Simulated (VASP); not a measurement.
A run of VASP 6.6.1:

INCAR

```
  PREC = Accurate
  ENCUT = 520
  EDIFF = 1E-6
  ISMEAR = -1
  SIGMA = 0.05
  LREAL = F
  LASPH = T
  NELM = 60
  ALGO = Normal
  ISIF = 2
  LWAVE = F
  LCHARG = F
  NBANDS = 10
```

The input KPOINTS:

```
regular mesh
0
Gamma
  13 13 13
```

The input POSCAR:

```
I
1.0
    3.3435004990      0.0000000000      0.0000000000
    0.0000000000      3.3435004990      0.0000000000
    0.0000000000      0.0000000000      3.3435004990
I
1
Direct
    0.0000000000      0.0000000000      0.0000000000
```

Potentials or basis: VASP PAW LDA potentials, release 64 (I).

Run with:

```console
$ cat potpaw_LDA.64/I/POTCAR > POTCAR
$ mpirun -np 1 vasp_std > vasp.out
```

Hardware: 1 thread of Intel Xeon 8259CL (shared host).

Estimate the wall time of this run.

It took 26 s on 1 thread of Intel Xeon 8259CL, on a shared host, peak memory 0.15 GiB. Counts: scf iterations 9, k points 84.
